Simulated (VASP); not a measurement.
# In15GaO24 (C2) in VASP: single point with PBE

Aim: the single point of In15GaO24 with PBE.

Program: VASP 6.6.1. These are calculated values, not measurements. Logs are shortened: lines on timing, memory, paths and dates and some standing lists are left out, and cuts for length are marked.

## (1) The cell of the first run

It takes space group C2 (No. 5, monoclinic). Conventional cell: a = 14.444 Å, b = 10.225 Å, c = 10.235 Å, α = 90.00°, β = 134.84°, γ = 90.00°. Within 2.9 Å of In (site symmetry 1) lie 6 O at 2.18 to 2.24 Å. Within 2.9 Å of In (site symmetry 1) lie 6 O at 2.19 to 2.25 Å. Within 2.9 Å of In (site symmetry 2) lie 6 O at 2.16 to 2.27 Å. Within 2.8 Å of In (site symmetry 1) lie 6 O at 2.15 to 2.27 Å. Within 2.8 Å of In (site symmetry 1) lie 6 O at 2.15 to 2.26 Å. In (site symmetry 2) has 6 O at 2.16 to 2.25 Å within 2.9 Å. Within 2.9 Å of In (site symmetry 2) lie 6 O at 2.16 to 2.26 Å. Within 2.8 Å of In (site symmetry 1) lie 6 O at 2.14 to 2.28 Å.

## (2) Single point, PBE

The input, INCAR:

```
PREC = Accurate ; ENCUT = 520
EDIFF = 1E-6 ; ISMEAR = 0
SIGMA = 0.01 ; LREAL = Auto
LASPH = True ; NELM = 100
ALGO = Normal ; ISIF = 2
LWAVE = False ; LCHARG = False
GGA = PE ; NBANDS = 202
```

The input, KPOINTS:

```
Automatic mesh
0
Gamma
  2 2 2
```

The input, POSCAR:

```
In15GaO24
1.0
   -5.1124630750      5.1298623230      5.1334310447
    5.1124630750     -5.1048435107      5.1084122324
    5.1124630750      5.1048435107     -5.1084122324
In Ga O
15 1 24
Direct
    0.4982479171      0.5029270043      0.4998504509
    0.4994069172     -0.0013959005     -0.0058037898
    0.0017520829      0.5016025338      0.0046790872
    0.0005930828     -0.0052107070      0.4991971823
    0.7500000000      0.7835820856      0.0335820856
    0.4641740512      0.2451502357      0.7130083258
    0.0358259488      0.7488342745      0.7809761844
    0.7202368716      0.4686460095      0.2525324144
    0.7797631284      0.0322955427      0.7484091379
    0.7500000000      0.2841645211      0.5341645211
    0.2500000000      0.2164392338      0.9664392338
    0.5299202334      0.7503742845      0.2838905523
    0.9700797666      0.2539703189      0.2204540511
    0.2833993923      0.5338169580      0.7451541582
    0.2166006077      0.9617547659      0.2504175657
    0.2500000000      0.7170937078      0.4670937078
    0.5215018476      0.7755942171      0.5450796760
    0.7307063010      0.9936403865      0.9582125171
    0.9784981524      0.5235778284      0.2540923694
    0.7692936990      0.7275062161      0.2629340855
    0.5437593996      0.5361176487      0.7714095451
    0.9562406004      0.7276501456      0.9923582491
    0.2362697324      0.9485102170      0.5062582676
    0.2637302676      0.7699885351      0.7122404845
    0.7701469520      0.5452905792      0.5379031285
    0.9903028092      0.9546324268      0.7278561521
    0.5096971908      0.2375533429      0.9643296176
    0.7298530480      0.2677561765      0.7751436272
    0.4609820878      0.2258449148      0.4543650536
    0.2729550005      0.0039698365      0.0416035974
    0.0390179122      0.4933829658      0.7648628270
    0.2270449995      0.2686485968      0.7310148359
    0.4565292399      0.4642505329      0.2282329895
    0.0434707601      0.2717037496      0.0077212930
    0.7633271407      0.0350934858      0.4919459088
    0.7366728593      0.2286187682      0.2717663451
    0.2302411017      0.4660837857      0.4607512182
    0.0115948442      0.0458958917      0.2757296116
    0.4884051558      0.7641347674      0.0343010475
    0.2697588983      0.7305101165      0.2358426840
```

Potentials or basis: VASP PAW PBE potentials, release 64 (In_d, Ga_d, O).

Started as:

```bash
> cat potpaw_PBE.64/In_d/POTCAR potpaw_PBE.64/Ga_d/POTCAR potpaw_PBE.64/O/POTCAR > POTCAR
> mpirun -np 1 vasp_std > vasp.out
```

OUTCAR:

```text
PREC = Accurate
   ENCUT = 520
   EDIFF = 1E-6
   ISMEAR = 0
   LREAL = Auto
   LASPH = True
   NELM = 100
   ISIF = 2
   GGA = PE

 ion  position               nearest neighbor table
   1  0.498  0.503  0.500-  37 2.18  33 2.19  21 2.20  25 2.20  17 2.24  29 2.24  14 3.34  16 3.35
                            12 3.35   8 3.41   6 3.41  10 3.41   9 3.84  13 3.84   5 3.87  11 3.87
   2  0.499  0.999  0.994-  18 2.19  27 2.19  39 2.19  30 2.20  36 2.23  24 2.25  14 3.37   7 3.37
                             5 3.38  11 3.39   8 3.41  13 3.42   9 3.82   6 3.82  12 3.89  15 3.91
   3  0.002  0.502  0.005-  40 2.18  34 2.19  22 2.20  28 2.20  19 2.24  31 2.24  15 3.34  16 3.35
                            13 3.35   9 3.41   7 3.41  10 3.41   8 3.84  12 3.84   5 3.87  11 3.87
   4  0.001  0.995  0.499-  20 2.19  26 2.19  38 2.19  32 2.20  35 2.23  23 2.25  15 3.37   6 3.37
                             5 3.38  11 3.39   9 3.41  12 3.42   8 3.82   7 3.82  13 3.89  14 3.91
   5  0.750  0.784  0.034-  22 2.16  21 2.16  18 2.21  20 2.21  38 2.27  39 2.27   2 3.38   4 3.38
                            14 3.42  15 3.42  13 3.43  12 3.43   3 3.87   1 3.87   9 3.88   8 3.88
   6  0.464  0.245  0.713-  27 2.15  28 2.16  29 2.23  32 2.23  21 2.25  23 2.27   4 3.37  15 3.38
                            10 3.39  11 3.41   1 3.41  14 3.42   2 3.82   9 3.85   3 3.91   5 3.92
   7  0.036  0.749  0.781-  26 2.15  25 2.16  31 2.23  30 2.23  22 2.25  24 2.27   2 3.37  14 3.38
                            10 3.39  11 3.41   3 3.41  15 3.42   4 3.82   8 3.85   1 3.91   5 3.92
   8  0.720  0.469  0.253-  20 2.15  19 2.17  25 2.22  36 2.23  27 2.24  33 2.26  13 3.39  10 3.39
                             1 3.41   2 3.41  12 3.43  11 3.44   4 3.82   3 3.84   7 3.85   5 3.88
   9  0.780  0.032  0.748-  18 2.15  17 2.17  28 2.22  35 2.23  26 2.24  34 2.26  12 3.39  10 3.39
                             3 3.41   4 3.41  13 3.43  11 3.44   2 3.82   1 3.84   6 3.85   5 3.88
  10  0.750  0.284  0.534-  35 2.16  36 2.16  29 2.24  31 2.24  28 2.25  25 2.25   8 3.39   9 3.39
                             7 3.39   6 3.39   1 3.41   3 3.41  13 3.88  12 3.88  14 3.90  15 3.90
  11  0.250  0.216  0.966-  33 2.16  34 2.16  30 2.24  32 2.24  26 2.26  27 2.26   4 3.39   2 3.39
                             6 3.41   7 3.41   9 3.44   8 3.44   1 3.87   3 3.87  13 3.89  12 3.89
  12  0.530  0.750  0.284-  40 2.14  39 2.17  35 2.22  33 2.22  20 2.26  17 2.28   1 3.35  16 3.38
                             9 3.39   4 3.42   5 3.43   8 3.43  15 3.82   3 3.84  10 3.88  11 3.89
  13  0.970  0.254  0.220-  37 2.14  38 2.17  36 2.22  34 2.22  18 2.26  19 2.28   3 3.35  16 3.38
                             8 3.39   2 3.42   5 3.43   9 3.43  14 3.82   1 3.84  10 3.88  11 3.89
  14  0.283  0.534  0.745-  31 2.15  32 2.18  37 2.22  39 2.23  21 2.24  24 2.26   1 3.34  16 3.36
                             2 3.37   7 3.38   5 3.42   6 3.42  13 3.82  10 3.90   4 3.91  11 3.91
  15  0.217  0.962  0.250-  29 2.15  30 2.18  40 2.22  38 2.23  22 2.24  23 2.26   3 3.34  16 3.36
                             4 3.37   6 3.38   5 3.42   7 3.42  12 3.82  10 3.90   2 3.91  11 3.91
  16  0.250  0.717  0.467-  24 2.01  23 2.01  17 2.09  19 2.09  37 2.15  40 2.15   3 3.35   1 3.35
                            15 3.36  14 3.36  13 3.38  12 3.38
  17  0.522  0.776  0.545-  16 2.09   9 2.17   1 2.24  12 2.28
  18  0.731  0.994  0.958-   9 2.15   2 2.19   5 2.21  13 2.26
  19  0.978  0.524  0.254-  16 2.09   8 2.17   3 2.24  13 2.28
  20  0.769  0.728  0.263-   8 2.15   4 2.19   5 2.21  12 2.26
  21  0.544  0.536  0.771-   5 2.16   1 2.20  14 2.24   6 2.25
  22  0.956  0.728  0.992-   5 2.16   3 2.20  15 2.24   7 2.25
[... 16 lines left out ...]
  39  0.488  0.764  0.034-  12 2.17   2 2.19  14 2.23   5 2.27
  40  0.270  0.731  0.236-  12 2.14  16 2.15   3 2.18  15 2.22

  LATTYP: Found a base centered monoclinic cell.
 ALAT       =    14.4437256696
 B/A-ratio  =     0.7079147295
 C/A-ratio  =     0.7085939353
 COS(beta)  =    -0.7051284221

  Lattice vectors:

 A1 = (  -5.1124630750,  -5.1048435107,   5.1084122324)
 A2 = (   5.1124630750,  -5.1048435107,   5.1084122324)
 A3 = (   0.0000000000,  10.2347058337,   0.0250188123)

Analysis of symmetry for initial positions (statically):
=====================================================================
 Subroutine PRICEL returns:
 Original cell was already a primitive cell.

 Routine SETGRP: Setting up the symmetry group for a
 base centered monoclinic supercell.

 Subroutine GETGRP returns: Found  2 space group operations
 (whereof  1 operations were pure point group operations)
 out of a pool of  4 trial point group operations.

The static configuration has the point symmetry C_1 .
 The point group associated with its full space group is C_2 .

Analysis of symmetry for dynamics (positions and initial velocities):
=====================================================================
 Subroutine PRICEL returns:
 Original cell was already a primitive cell.

 Routine SETGRP: Setting up the symmetry group for a
 base centered monoclinic supercell.

 Subroutine GETGRP returns: Found  2 space group operations
 (whereof  1 operations were pure point group operations)
 out of a pool of  4 trial point group operations.

The dynamic configuration has the point symmetry C_1 .
 The point group associated with its full space group is C_2 .
[... 115 lines left out ...]
     0.000000000  0.048734334  0.048700289     0.500000000  0.000000000 -0.000000000
     0.048900109 -0.000119340  0.048819629     0.000000000  0.500000000  0.000000000
     0.048900109  0.048853674 -0.000119340    -0.000000000  0.000000000  0.500000000

  Length of vectors
     0.068896687  0.069098415  0.069122474

  Shift w.r.t. Gamma in fractional coordinates (k-lattice)
     0.000000000  0.000000000  0.000000000

 Subroutine IBZKPT returns following result:
 ===========================================

 Found      6 irreducible k-points:

 Following reciprocal coordinates:
            Coordinates               Weight
  0.000000  0.000000  0.000000      1.000000
  0.500000  0.000000 -0.000000      1.000000
  0.000000  0.500000 -0.000000      2.000000
  0.500000  0.500000 -0.000000      2.000000
  0.000000  0.500000  0.500000      1.000000
  0.500000  0.500000  0.500000      1.000000
   k-points           NKPTS =      6   k-points in BZ     NKDIM =      6   number of bands    NBANDS=    202
   number of dos      NEDOS =    301   number of ions     NIONS =     40
   total plane-waves  NPLWV = 343000
   dimension x,y,z NGX =    70 NGY =   70 NGZ =   70
   dimension x,y,z NGXF=   140 NGYF=  140 NGZF=  140
   ions per type =              15   1  24
   NGX,Y,Z   is equivalent  to a cutoff of  13.11, 13.15, 13.15 a.u.
   NGXF,Y,Z  is equivalent  to a cutoff of  26.22, 26.30, 26.30 a.u.
 SYSTEM =  unknown system
   PREC   = accura    normal or accurate (medium, high low for compatibility)
   ISTART =      0    job   : 0-new  1-cont  2-samecut
   ICHARG =      2    charge: 1-file 2-atom 10-const
   ISPIN  =      1    spin polarized calculation?
   LNONCOLLINEAR =      F non collinear calculations
   LSORBIT =      F    spin-orbit coupling
   LASPH  =      T    aspherical Exc in radial PAW
   ENCUT  =  520.0 eV  38.22 Ry    6.18 a.u.  16.51 16.45 16.45*2*pi/ulx,y,z
   NELM   =    100;   NELMIN=  2; NELMDL= -5     # of ELM steps
   EDIFF  = 0.1E-05   stopping-criterion for ELM
   LREAL  =      T    real-space projection
   EDIFFG = 0.1E-04   stopping-criterion for IOM
   NSW    =      0    number of steps for IOM
   IBRION =     -1    ionic relax: 0-MD 1-quasi-New 2-CG
   NFREE  =      0    steps in history (QN), initial steepest desc. (CG)
   ISIF   =      2    stress and relaxation
   ISYM   =      2    0-nonsym 1-usesym 2-fastsym
   POTIM  = 0.5000    time-step for ionic-motion
   TEBEG  =    0.0;   TEEND  =   0.0 temperature during run
   PSTRESS=    0.0 pullay stress
   NELECT =     352.0000    total number of electrons
   NUPDOWN=      -1.0000    fix difference up-down
   EMIN   =  10.00;   EMAX   =-10.00  energy-range for DOS
   EFERMI =   0.00;   METHOD = LEGACY
   ISMEAR =     0;   SIGMA  =   0.01  broadening in eV -4-tet -1-fermi 0-gaus
   EFERMI_NEDOS =   21; number of points for ismear=-14 and -15
   IALGO  =     38    algorithm
   IMIX   =      4    mixing-type and parameters
     AMIX     =   0.40;   BMIX     =  1.00
     AMIX_MAG =   1.60;   BMIX_MAG =  1.00
  volume/ion in A,a.u.               =      13.40        90.41
  Fermi-wavevector in a.u.,A,eV,Ry     =   1.423078  2.689227 27.553850  2.025151
  Thomas-Fermi vector in A             =   2.543714
   LORBIT       =      0    0 simple, 1 ext, 2 COOP (PROOUT), +10 PAW based schemes
   GGA     = PE    functional components
   LHFCALC =     F    Hartree Fock is set to
   AEXX    =    0.0000 exact exchange contribution
   IVDW    =     0    specifies the selected vdW correction
   LEPSILON=     F    determine dielectric tensor
   LRPA    =     F    only Hartree local field effects (RPA)
 non-spin polarized calculation
 Gauss-broadening in eV      SIGMA  =   0.01
  energy-cutoff  :      520.00
  volume of cell :      535.90
 maximum number of plane-waves:     14465
 NGX is ok and might be reduce to    70
   NGX = 33   NGY = 33   NGZ = 33

 number of electron     352.0000000 magnetization

 Free energy of the ion-electron system (eV)
  ---------------------------------------------------
  ext. energy  EPLUGINS =         0.00000000
  ---------------------------------------------------
  free energy    TOTEN  =      -223.62966405 eV

  energy without entropy =     -223.62966405  energy(sigma->0) =     -223.62966405

 E-fermi :   5.0414     XC(G=0): -10.8159

 val. band max:        4.9580686196   @ k =   0.0000   0.0000   0.0000
 cond. band min:       5.8783847031   @ k =   0.0000   0.0000   0.0000
 fundamental gap:      0.9203160835
 Fermi energy:         5.0414116592

 k-point     1 :       0.0000    0.0000    0.0000
  band No.  band energies     occupation
      1     -12.6539      2.00000
      2     -12.1310      2.00000
      3     -12.0704      2.00000
      4     -12.0209      2.00000
      5     -12.0188      2.00000
      6     -12.0075      2.00000
[... 1135 lines left out ...]
    187      11.1891      0.00000
    188      11.2869      0.00000
 [bands above 188 left out]

------------------------ aborting loop because EDIFF is reached ----------------------------------------

  FORCE on cell =-STRESS in cart. coord.  units (eV):
  Direction    XX          YY          ZZ          XY          YZ          ZX
  --------------------------------------------------------------------------------------
  -------------------------------------------------------------------------------------
  Total        1.4280563      1.4484437      1.3950866      0.0000000     -0.0096882      0.0000000
  in kB        4.2694784      4.3304310      4.1709087      0.0000000     -0.0289648      0.0000000
  external PRESSURE =       4.2569394 kB  Pullay stress =       0.0000000 kB

 VOLUME and BASIS-vectors are now :
 -----------------------------------------------------------------------------
  energy-cutoff  :      520.00
  volume of cell :      535.90
      direct lattice vectors                 reciprocal lattice vectors
    -5.112463075  5.129862323  5.133431045     0.000000000  0.097468669  0.097400577
     5.112463075 -5.104843511  5.108412232     0.097800217 -0.000238680  0.097639257
     5.112463075  5.104843511 -5.108412232     0.097800217  0.097707349 -0.000238680

 POSITION                                       TOTAL-FORCE (eV/Angst)
 -----------------------------------------------------------------------------------
      2.57939      2.54024      2.57344        -0.001426      0.003971      0.000649
      7.63492      2.53939      2.58619        -0.007988     -0.003381      0.002274
      2.57939     -2.52773      2.54748        -0.001426     -0.003971     -0.000649
      7.63492     -2.52688      2.53473        -0.007988      0.003381     -0.002274
      0.34337      0.01876      7.68138        -0.000056     -0.000000     -0.000000
      2.52548      4.76949     -0.00721         0.004081     -0.011947     -0.002541
[... 32 lines left out ...]
      1.58502     -1.22024      6.23549        -0.001232      0.000989     -0.004542
      3.56131     -1.14137      3.91175         0.000831     -0.003941      0.006829
 -----------------------------------------------------------------------------------
    total drift:                               -0.017989     -0.000008     -0.000009

  FREE ENERGIE OF THE ION-ELECTRON SYSTEM (eV)
  ---------------------------------------------------
  free  energy   TOTEN  =      -223.6296640487 eV

  energy  without entropy=     -223.6296640487  energy(sigma->0) =     -223.62966405
```

It took 54 min on 1 thread of Oxide Virtual Turin-like, shared host; peak memory 0.91 GiB.

Results:

- Free energy: -223.6297 eV
- Pressure: 0.4 GPa
- Largest force: 0.021 eV/Å
- Band gap on the k mesh: 0.92 eV

Forces on the atoms (eV/Å):
```
In  -0.001  0.004  0.001
In  -0.008 -0.003  0.002
In  -0.001 -0.004 -0.001
In  -0.008  0.003 -0.002
In   0.000  0.000  0.000
In   0.004 -0.012 -0.003
In   0.004  0.012  0.003
In  -0.008 -0.003 -0.003
In  -0.008  0.003  0.003
In  -0.001  0.000  0.000
In   0.000  0.000  0.000
In  -0.005  0.006  0.008
In  -0.005 -0.006 -0.008
In   0.000 -0.002  0.003
In   0.000  0.002 -0.003
Ga  -0.008  0.000  0.000
O    0.000  0.010  0.001
O    0.000  0.001 -0.002
O    0.000 -0.010 -0.001
O    0.000 -0.001  0.002
O   -0.003  0.005 -0.003
O   -0.003 -0.005  0.003
O    0.020 -0.005  0.003
O    0.020  0.005 -0.003
O    0.005 -0.002  0.001
O    0.004 -0.004 -0.004
O    0.004  0.004  0.004
O    0.005  0.002 -0.001
O   -0.003 -0.006  0.008
O    0.011  0.003  0.000
O   -0.003  0.006 -0.008
O    0.011 -0.003  0.000
O   -0.001 -0.002  0.002
O   -0.001  0.002 -0.002
O   -0.008 -0.003  0.005
O   -0.008  0.003 -0.005
O    0.001  0.004 -0.007
O   -0.001 -0.001  0.005
O   -0.001  0.001 -0.005
O    0.001 -0.004  0.007
```

Levels at points of the mesh, in eV from the valence-band top:
```csv
k point,band 174,band 175,band 176,band 177,band 178,band 179
"(0.00, 0.00, 0.00)",-0.08,-0.02,0.00,0.92,5.16,5.17
"(0.50, 0.00, 0.00)",-0.16,-0.05,-0.01,2.99,3.02,4.67
"(0.00, 0.50, 0.00)",-0.14,-0.07,-0.06,2.99,3.01,4.65
"(0.50, 0.50, 0.00)",-0.14,-0.07,-0.03,2.99,3.01,4.67
"(0.00, 0.50, 0.50)",-0.18,-0.08,-0.03,3.00,3.01,4.64
"(0.50, 0.50, 0.50)",-0.23,-0.18,-0.18,3.82,3.84,3.90
```

Caveat: the k points lie up to 0.43 Å⁻¹ apart; spin-orbit coupling is left out, which moves the levels of the heavy elements. As with any semilocal functional, this PBE gap is likely too small.
